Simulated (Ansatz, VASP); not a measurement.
## Two plane-wave programs on ScInTeSe

```
Sc In Te Se
1.0
     4.20303    0.00000    0.00000
     0.00000    4.20303    0.00000
     0.00000    0.00000    5.98885
Sc In Te Se
1 1 1 1
Direct
  0.50000 0.50000 0.50000
  0.00000 0.00000 0.00000
  0.50000 0.50000 0.00000
  0.00000 0.00000 0.50000
```

Change from the starting cell: species swapped into the SnTePbSe type (P4/mmm, No. 123).

Alike in both runs: functional PBE; k mesh 3 × 3 × 3; occupations gaussian, width 0.15 eV; no spin polarisation.

Ansatz relaxed the structure, and its values are those at the end. VASP's run is a single point on that final structure, the one shown.

|  | VASP | Ansatz |
| --- | --- | --- |
| version | VASP 6.6.1 | Ansatz 0.2.0 |
| potentials or method | VASP PAW PBE potentials, release 64 (Sc_sv, In_d, Te, Se), cutoff 500 eV | scalar-relativistic, plane waves, PAW |
| valence electrons in the cell | 36 | 56 |

```csv
,VASP,Ansatz,Ansatz less VASP
gap on the k mesh at the Fermi level (eV),none,none,-
pressure (GPa),-0.1,-0.1,-0.05
```

A gap of «none» marks a metal or a gap that the smearing closes. The functional is the same, so the differences come from potentials, cutoffs and numerics. VASP's potentials hold 36 valence electrons a cell and Ansatz's 56, so a difference there can come from the potentials and not from the codes.

The k mesh is coarse, so the values compare programs but aren't converged. Neither program's run includes spin-orbit coupling.
